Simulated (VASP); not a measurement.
# Cs4Te2O2F7 (a cell with a defect) in VASP: notebook, part 3 of 3

VASP 6.6.1. The steps go on from the part before.

## Step 5: Molecular dynamics, PBEsol

INCAR

```
  PREC = Accurate
  ENCUT = 520
  EDIFF = 1E-5
  ISMEAR = -1
  SIGMA = 0.05
  LREAL = Auto
  LASPH = True
  NELM = 100
  ALGO = Normal
  ISIF = 2
  LWAVE = False
  LCHARG = False
  GGA = PS
  NBANDS = 68
  IBRION = 0
  NSW = 40
  POTIM = 1.0
  TEBEG = 1500.0
  TEEND = 1500.0
  ISYM = 0
  NELMIN = 4
  RANDOM_SEED = 369728 0 0
  MDALGO = 3
  LANGEVIN_GAMMA = 20 20 20 20
```

KPOINTS

```
Automatic mesh
0
Gamma
  2 2 1
```

POSCAR

```
Cs4Te2O2F7
1.0
    3.3475000000     -7.3202000000      0.0000000000
    3.3475000000      7.3202000000      0.0000000000
    0.0000000000      0.0000000000      7.1709000000
Cs Te O F
4 2 2 7
Direct
    0.4353900000      0.5646100000      0.2500000000
    0.5646100000      0.4353900000      0.7500000000
    0.7575600000      0.2424400000      0.2500000000
    0.2424400000      0.7575600000      0.7500000000
    0.1059400000      0.8940600000      0.2500000000
    0.8940600000      0.1059400000      0.7500000000
    0.2271000000      0.7729000000      0.2500000000
    0.7729000000      0.2271000000      0.7500000000
    0.3306000000      0.1140000000      0.0519000000
    0.6694000000      0.8860000000      0.5519000000
    0.1140000000      0.3306000000      0.9481000000
    0.8860000000      0.6694000000      0.4481000000
    0.6694000000      0.8860000000      0.9481000000
    0.3306000000      0.1140000000      0.4481000000
    0.1140000000      0.3306000000      0.5519000000
```

Potentials or basis: VASP PAW PBE potentials, release 64 (Cs_sv, Te, O, F).

Run with:

```
cat potpaw_PBE.64/Cs_sv/POTCAR potpaw_PBE.64/Te/POTCAR potpaw_PBE.64/O/POTCAR potpaw_PBE.64/F/POTCAR > POTCAR
mpirun -np 1 vasp_std > vasp.out
```

OUTCAR:

```text
PREC = Accurate
   ENCUT = 520
   EDIFF = 1E-5
   ISMEAR = -1
   LREAL = Auto
   LASPH = True
   NELM = 100
   ISIF = 2
   GGA = PS
   IBRION = 0
   NSW = 40
   POTIM = 1.0
   TEBEG = 1500.0
   ISYM = 0
   NELMIN = 4

 ion  position               nearest neighbor table
   1  0.435  0.565  0.250-
   2  0.565  0.435  0.750-
   3  0.758  0.242  0.250-
   4  0.242  0.758  0.750-
   5  0.106  0.894  0.250-   7 1.77   9 2.06  12 2.06  14 2.06
   6  0.894  0.106  0.750-   8 1.77  10 2.06  11 2.06  13 2.06  15 2.06
   7  0.227  0.773  0.250-   5 1.77
   8  0.773  0.227  0.750-   6 1.77
   9  0.331  0.114  0.052-   5 2.06
  10  0.669  0.886  0.552-   6 2.06
  11  0.114  0.331  0.948-   6 2.06
  12  0.886  0.669  0.448-   5 2.06
  13  0.669  0.886  0.948-   6 2.06
  14  0.331  0.114  0.448-   5 2.06
  15  0.114  0.331  0.552-   6 2.06

IMPORTANT INFORMATION: All symmetrisations will be switched off!
NOSYMM: (Re-)initialisation of all symmetry stuff for point group C_1.

----------------------------------------------------------------------------------------

                                     Primitive cell

  volume of cell :     351.4368

  direct lattice vectors                    reciprocal lattice vectors
     3.347500000 -7.320200000  0.000000000     0.149365198 -0.068304145  0.000000000
     3.347500000  7.320200000  0.000000000     0.149365198  0.068304145  0.000000000
     0.000000000  0.000000000  7.170900000     0.000000000  0.000000000  0.139452509

  length of vectors
     8.049290918  8.049290918  7.170900000     0.164241951  0.164241951  0.139452509

  position of ions in fractional coordinates (direct lattice)
     0.435390000  0.564610000  0.250000000
     0.564610000  0.435390000  0.750000000
[... 128 lines left out ...]
  ---------------------------------------------------
  free energy    TOTEN  =       -66.87393485 eV

  energy without entropy =      -66.81220367  energy(sigma->0) =      -66.84306926

------------------------ aborting loop because EDIFF is reached ----------------------------------------

  FORCE on cell =-STRESS in cart. coord.  units (eV):
  Direction    XX          YY          ZZ          XY          YZ          ZX
  --------------------------------------------------------------------------------------
  -------------------------------------------------------------------------------------
  Total        3.1076740      6.1075960      4.9440186     -0.5667292     -0.3753461     -0.3585295
  in kB       14.1676833     27.8441322     22.5394588     -2.5836817     -1.7111783     -1.6345125
  external PRESSURE =      21.5170914 kB  Pullay stress =       0.0000000 kB
[... 154 lines left out ...]
  ENERGY OF THE ELECTRON-ION-THERMOSTAT SYSTEM (eV)
  ---------------------------------------------------
% ion-electron   TOTEN  =       -66.831664  see above
  kinetic energy EKIN   =         2.808371
  kin. lattice  EKIN_LAT=         0.000000  (temperature 1448.43 K)
  nose potential ES     =         0.000000
  nose kinetic   EPS    =         0.000000
  ---------------------------------------------------
  total energy   ETOTAL =       -64.023293 eV

[... ionic steps 4 to 37 ...]

--------------------------------------- Ionic step       38  -------------------------------------------

 number of electron     108.9999998 magnetization

------------------------ aborting loop because EDIFF is reached ----------------------------------------
[... 113 lines left out ...]
--------------------------------------- Ionic step       40  -------------------------------------------

 number of electron     109.0000028 magnetization

 Free energy of the ion-electron system (eV)
  ---------------------------------------------------
  ext. energy  EPLUGINS =         0.00000000
  ---------------------------------------------------
  free energy    TOTEN  =       -65.89280601 eV

  energy without entropy =      -65.82453486  energy(sigma->0) =      -65.85867044

 E-fermi :   2.1526     XC(G=0):  -8.5343

 val. band max:        2.1439749764   @ k =  -0.0000   0.5000   0.0000
 cond. band min:       2.1605625630   @ k =   0.0000   0.0000   0.0000
 fundamental gap:      0.0165875866
 Fermi energy:         2.1525615132

 k-point     1 :       0.0000    0.0000    0.0000
  band No.  band energies     occupation
      1     -21.7409      2.00000
      2     -21.4321      2.00000
      3     -21.3724      2.00000
      4     -21.1007      2.00000
      5     -20.7691      2.00000
      6     -20.7579      2.00000
[... 265 lines left out ...]
     65       7.3547      0.00000
     66       7.6368      0.00000
 [bands above 66 left out]

------------------------ aborting loop because EDIFF is reached ----------------------------------------

  FORCE on cell =-STRESS in cart. coord.  units (eV):
  Direction    XX          YY          ZZ          XY          YZ          ZX
  --------------------------------------------------------------------------------------
  -------------------------------------------------------------------------------------
  Total       -5.3406621      8.2825387     -1.9678603     -0.7176887     -1.6944726      2.0037261
  in kB      -24.3477306     37.7595544     -8.9713468     -3.2718961     -7.7249903      9.1348567
  external PRESSURE =       1.4801590 kB  Pullay stress =       0.0000000 kB
[... 36 lines left out ...]
  ENERGY OF THE ELECTRON-ION-THERMOSTAT SYSTEM (eV)
  ---------------------------------------------------
% ion-electron   TOTEN  =       -65.892806  see above
  kinetic energy EKIN   =         2.470534
  kin. lattice  EKIN_LAT=         0.000000  (temperature 1274.19 K)
  nose potential ES     =         0.000000
  nose kinetic   EPS    =         0.000000
  ---------------------------------------------------
  total energy   ETOTAL =       -63.422272 eV
```

OSZICAR:

```text
N       E                     dE             d eps       ncg     rms          rms(c)
DAV:   1     0.856256220733E+03    0.85626E+03   -0.52335E+04   544   0.142E+03
DAV:   2     0.218483735939E+01   -0.85407E+03   -0.83304E+03   668   0.304E+02
[... 322 lines left out ...]
DAV:   1    -0.658873307189E+02   -0.10091E-01   -0.56742E-01   576   0.430E+00    0.378E-01
DAV:   2    -0.658929792576E+02   -0.56485E-02   -0.59840E-02   544   0.101E+00    0.138E-01
DAV:   3    -0.658928689261E+02    0.11033E-03   -0.51768E-04   640   0.110E-01    0.897E-02
DAV:   4    -0.658928070964E+02    0.61830E-04   -0.18144E-04   640   0.697E-02    0.319E-02
DAV:   5    -0.658928060147E+02    0.10817E-05   -0.44758E-05   536   0.359E-02
     40 T=  1274. E= -.63422272E+02 F= -.65892806E+02 E0= -.65858670E+02  EK= 0.24705E+01 SP= 0.00E+00 SK= 0.00E+00
```

CONTCAR:

```text
Cs4Te2O2F7
   1.00000000000000
     3.3475000000000001   -7.3201999999999998    0.0000000000000000
     3.3475000000000001    7.3201999999999998    0.0000000000000000
     0.0000000000000000    0.0000000000000000    7.1708999999999996
  Cs              Te              O               F
     4     2     2     7
Direct
[... 30 lines left out ...]
  0.87280424E-03  0.35169387E-02 -0.13336444E-01

           1
   1.00000000000000
  0.10000000E+01  0.00000000E+00  0.00000000E+00  0.00000000E+00
  0.45395215E+00  0.59988759E+00  0.23413546E+00
  0.55797004E+00  0.40403090E+00  0.75055743E+00
  0.76525050E+00  0.25133176E+00  0.28449136E+00
  0.21040931E+00  0.73361489E+00  0.74086337E+00
  0.10315794E+00  0.88929210E+00  0.24669545E+00
  0.89569429E+00  0.11348483E+00  0.73409232E+00
[... 37 lines left out ...]
  0.00000000E+00  0.00000000E+00  0.00000000E+00
  0.00000000E+00  0.00000000E+00  0.00000000E+00
```

It took 68 min on 1 thread of Intel Xeon Platinum 8488C (Sapphire Rapids), shared host; peak memory 0.64 GiB.

Caveat: the k points lie up to 0.88 Å⁻¹ apart; the PAW data sets were made with another functional, which shifts forces and pressure a little; spin-orbit coupling is left out, which moves the levels of the heavy elements.
